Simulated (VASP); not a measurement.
# Al (P6_3/mmc) in VASP: further runs, part 2 of 2

VASP 6.6.1.

**3. Single point, PBE+D3(BJ)**

This run uses another cell than the first one, of 14.98 Å³/atom.

The input, INCAR:

```
ALGO = Fast ; EDIFF = 1E-7
ENCUT = 520 ; GGA = PE
ISIF = 2 ; ISMEAR = 0
IVDW = 12 ; LASPH = T
LCHARG = T ; LELF = T
LREAL = F ; LVHAR = T
LWAVE = F ; NBANDS = 14
NELM = 80 ; PREC = Accurate
SIGMA = 0.15
```

The input, KPOINTS:

```
k-points
0
Gamma
  18 18 4
```

The input, POSCAR:

```
Al
1.0
    2.9326000000      0.0000000000      0.0000000000
   -1.4663000000      2.5397060991      0.0000000000
    0.0000000000      0.0000000000      8.0434000000
Al
4
Direct
    0.0000000000      0.0000000000      0.0000000000
    0.3333333333      0.6666666667      0.2500000000
    0.0000000000      0.0000000000      0.5000000000
    0.6666666667      0.3333333333      0.7500000000
```

Potentials or basis: VASP PAW PBE potentials, release 64 (Al).

Run with:

```sh
$ cat potpaw_PBE.64/Al/POTCAR > POTCAR
$ mpirun -np 1 vasp_std > vasp.out
```

Wall time 2.1 min (1 thread of Intel Xeon 8259CL, shared host); peak memory 0.22 GiB.

Results (log left out):

| Quantity | Value |
| --- | --- |
| Free energy | -15.8162 eV |
| Pressure | 9.4 GPa |
| Band gap on the k mesh | zero (bands 6 and 7 overlap by 9.30 eV) |
| Dispersion energy per atom | -0.372 eV |

Stress tensor (GPa, compression positive):
```
 3.44  0.00  0.00
 0.00  3.44  0.00
 0.00  0.00 21.32
```

Levels at points of the mesh, in eV from the Fermi level:
```csv
k point,band 4,band 5,band 6,band 7,band 8,band 9
"(0.00, 0.00, 0.00)",-3.67,-2.18,7.27,7.42,8.64,8.64
"(0.50, 0.00, 0.00)",-4.28,-3.78,-3.57,1.31,1.77,3.01
"(0.00, 0.00, 0.50)",-6.80,1.88,1.88,9.05,9.05,9.05
"(0.50, 0.00, 0.50)",-5.56,-1.73,-1.73,-0.93,-0.93,4.41
```

Caveat: the stress differs along the axes, from 3 to 21 GPa.

**4. Single point, PBE+D3(BJ)**

This run uses another cell than the first one, of 18.14 Å³/atom.

The input, INCAR:

```
PREC = Accurate
ENCUT = 520
EDIFF = 1E-6
ISMEAR = 0
SIGMA = 0.15
LREAL = False
LASPH = True
NELM = 100
ALGO = Fast
ISIF = 2
LWAVE = False
LCHARG = True
GGA = PE
IVDW = 12
LELF = True
LVHAR = True
NBANDS = 14
```

The input, KPOINTS:

```
Automatic mesh
0
Gamma
  18 18 4
```

The input, POSCAR:

```
Al
1.0
    3.0114000000      0.0000000000      0.0000000000
   -1.5057000000      2.6079489009      0.0000000000
    0.0000000000      0.0000000000      9.2410470711
Al
4
Direct
    0.0000000000      0.0000000000      0.0000000000
    0.3333333333      0.6666666667      0.2500000000
    0.0000000000      0.0000000000      0.5000000000
    0.6666666667      0.3333333333      0.7500000000
```

Potentials or basis: VASP PAW PBE potentials, release 64 (Al).

Run with:

```sh
$ cat potpaw_PBE.64/Al/POTCAR > POTCAR
$ mpirun -np 1 vasp_std > vasp.out
```

OUTCAR:

```text
PREC = Accurate
   ENCUT = 520
   EDIFF = 1E-6
   ISMEAR = 0
   LREAL = False
   LASPH = True
   NELM = 100
   ISIF = 2
   GGA = PE
   IVDW = 12
 IVDW          = 12

 ion  position               nearest neighbor table
   1  0.000  0.000  0.000-   2 2.89   4 2.89   2 2.89   4 2.89   4 2.89   2 2.89
   2  0.333  0.667  0.250-   1 2.89   3 2.89   1 2.89   3 2.89   1 2.89   3 2.89
   3  0.000  0.000  0.500-   2 2.89   4 2.89   2 2.89   4 2.89   4 2.89   2 2.89
   4  0.667  0.333  0.750-   1 2.89   3 2.89   1 2.89   3 2.89   1 2.89   3 2.89

[... 616 lines left out ...]
  Direction    XX          YY          ZZ          XY          YZ          ZX
  --------------------------------------------------------------------------------------
  -------------------------------------------------------------------------------------
  Total      -3.97573    -3.97573    -3.17118     0.00000    -0.00000     0.00000
  in kB     -87.76845   -87.76845   -70.00714     0.00000    -0.00000     0.00000
  external pressure =      -81.85 kB  Pullay stress =        0.00 kB

 VOLUME and BASIS-vectors are now :
 -----------------------------------------------------------------------------
  energy-cutoff  :      520.00
  volume of cell :       72.58
      direct lattice vectors                 reciprocal lattice vectors
     3.011400000  0.000000000  0.000000000     0.332071462  0.191721548  0.000000000
    -1.505700000  2.607948901  0.000000000     0.000000000  0.383443096  0.000000000
     0.000000000  0.000000000  9.241047071     0.000000000  0.000000000  0.108212846

 POSITION                                       TOTAL-FORCE (eV/Angst)
 -----------------------------------------------------------------------------------
      0.00000      0.00000      0.00000         0.000000      0.000000     -0.000000
     -0.00000      1.73863      2.31026         0.000000     -0.000000      0.000000
      0.00000      0.00000      4.62052         0.000000      0.000000     -0.000000
      1.50570      0.86932      6.93079        -0.000000      0.000000     -0.000000
 -----------------------------------------------------------------------------------
    total drift:                               -0.000000      0.000000      0.000000

  FREE ENERGIE OF THE ION-ELECTRON SYSTEM (eV)
  ---------------------------------------------------
  free  energy   TOTEN  =       -16.0117215274 eV

  energy  without entropy=      -15.9932980301  energy(sigma->0) =      -16.00250978
```

OSZICAR:

```text
N       E                     dE             d eps       ncg     rms          rms(c)
DAV:   1     0.550138952057E+01    0.55014E+01   -0.40333E+03  3108   0.648E+02
DAV:   2    -0.142169427827E+02   -0.19718E+02   -0.18225E+02  4054   0.859E+01
DAV:   3    -0.148755058497E+02   -0.65856E+00   -0.65011E+00  4128   0.127E+01
DAV:   4    -0.148805252173E+02   -0.50194E-02   -0.50181E-02  3696   0.138E+00
DAV:   5    -0.148805845136E+02   -0.59296E-04   -0.59296E-04  4178   0.156E-01    0.231E+00
RMM:   6    -0.148291630233E+02    0.51421E-01   -0.69781E-03  3118   0.490E-01    0.136E+00
RMM:   7    -0.147925506412E+02    0.36612E-01   -0.19112E-02  3258   0.783E-01    0.187E-01
RMM:   8    -0.147923091583E+02    0.24148E-03   -0.64658E-04  3399   0.168E-01    0.229E-02
RMM:   9    -0.147923135357E+02   -0.43774E-05   -0.93005E-05  3600   0.649E-02    0.216E-02
RMM:  10    -0.147923154078E+02   -0.18721E-05   -0.16331E-05  3647   0.292E-02    0.120E-02
RMM:  11    -0.147923079918E+02    0.74160E-05   -0.50657E-06  3535   0.126E-02    0.239E-02
RMM:  12    -0.147923096133E+02   -0.16216E-05   -0.14489E-06  2620   0.882E-03    0.110E-02
RMM:  13    -0.147923093785E+02    0.23486E-06   -0.38655E-07  1942   0.434E-03
   1 F= -.16011722E+02 E0= -.16002510E+02  d E =-.184235E-01
```

Wall time 2.1 min (1 thread of Intel Xeon 8259CL, shared host); peak memory 0.24 GiB.

Results:

```
Free energy                : -16.0117 eV
Pressure                   : -8.2 GPa
Band gap on the k mesh     : zero (bands 6 and 7 overlap by 6.12 eV)
Dispersion energy per atom : -0.305 eV
```

Levels at points of the mesh, in eV from the Fermi level:
```
           k point  band 3  band 4  band 5  band 6  band 7  band 8  band 9  band 10
(0.00, 0.00, 0.00)   -8.76   -3.89   -3.50    4.38    4.41    8.99    8.99     9.36
(0.50, 0.00, 0.00)   -3.73   -3.56   -3.41   -3.17    0.95    1.47    1.66     1.87
(0.00, 0.00, 0.50)   -6.64   -6.64    0.01    0.01    9.25    9.25    9.29     9.29
(0.50, 0.00, 0.50)   -4.58   -4.58   -1.69   -1.69   -1.07   -1.07    4.87     4.87
```

Caveat: the cell stands under tension.

**5. Single point, PBE+D3(BJ)**

This run uses another cell than the first one, of 18.21 Å³/atom.

The input, INCAR:

```
PREC     = Accurate       # precision mode
ENCUT    = 520            # plane-wave cutoff, eV
EDIFF    = 1E-6           # SCF threshold, eV
ISMEAR   = 0              # smearing method
SIGMA    = 0.15           # smearing width, eV
LREAL    = False          # projectors in reciprocal space
LASPH    = True           # aspherical terms in the spheres
NELM     = 80             # most SCF steps
ALGO     = Normal         # electronic algorithm
ISIF     = 2              # what is computed and relaxed
LWAVE    = False          # write WAVECAR
LCHARG   = False          # write CHGCAR
GGA      = PE             # functional
IVDW     = 12             # dispersion correction
NBANDS   = 14             # bands
```

The input, KPOINTS:

```
regular mesh
0
Gamma
  18 18 4
```

The input, POSCAR:

```
Al
1.0
    2.7356000000      0.0000000000      0.0000000000
   -1.3678000000      2.3690990946      0.0000000000
    0.0000000000      0.0000000000     11.2371000000
Al
4
Direct
    0.0000000000      0.0000000000      0.0000000000
    0.3333333333      0.6666666667      0.2500000000
    0.0000000000      0.0000000000      0.5000000000
    0.6666666667      0.3333333333      0.7500000000
```

Run with:

```sh
$ cat potpaw_PBE.64/Al/POTCAR > POTCAR
$ mpirun -np 1 vasp_std > vasp.out
```

It took 1.7 min on 1 thread of Intel Xeon 8259CL, shared host; peak memory 0.23 GiB.

The run converged. Its results:

```
Free energy                : -15.6895 eV
Pressure                   : -4.6 GPa
Band gap on the k mesh     : zero (bands 6 and 7 overlap by 3.25 eV)
Dispersion energy per atom : -0.305 eV
```

Stress tensor (GPa, compression positive):
```
 -0.97   0.00   0.00
  0.00  -0.97   0.00
  0.00   0.00 -11.79
```

Levels at points of the mesh, in eV from the Fermi level:
```csv
k point,band 4,band 5,band 6,band 7,band 8,band 9
"(0.00, 0.00, 0.00)",-6.69,-4.90,-0.13,-0.12,6.98,7.61
"(0.50, 0.00, 0.00)",-3.22,-2.62,-2.52,-0.45,-0.04,1.21
"(0.00, 0.00, 0.50)",-7.96,-3.09,-3.09,3.37,3.37,11.41
"(0.50, 0.00, 0.50)",-3.70,-1.81,-1.81,-1.21,-1.21,2.89
```

Caveat: the stress differs along the axes, from -12 to -1 GPa.

**6. The runs side by side**

```csv
cell,gap on the mesh (eV),pressure (GPa)
"a = 2.617, b = 2.617, c = 10.040 Å, angles 90.0, 90.0, 120.0°, 4 atoms",none,10.0
"a = 2.933, b = 2.933, c = 8.043 Å, angles 90.0, 90.0, 120.0°, 4 atoms",none,9.4
"a = 3.011, b = 3.011, c = 9.241 Å, angles 90.0, 90.0, 120.0°, 4 atoms",none,-8.2
"a = 2.736, b = 2.736, c = 11.237 Å, angles 90.0, 90.0, 120.0°, 4 atoms",none,-4.6
```

Alike in all rows: task single point; level PBE+D3(BJ); potentials or basis VASP PAW PBE potentials, release 64 (Al); no spin polarisation; k mesh 18 × 18 × 4; cutoff (eV) 520; smearing gaussian 0.15 eV.

Caveats: the stress differs along the axes, from -3 to 17 GPa (at least some runs); the stress differs along the axes, from 3 to 21 GPa (at least some runs); the cell stands under tension (at least some runs); the stress differs along the axes, from -12 to -1 GPa (at least some runs).

Total energies depend on the potentials used, so only differences within one code and one set of settings carry meaning.
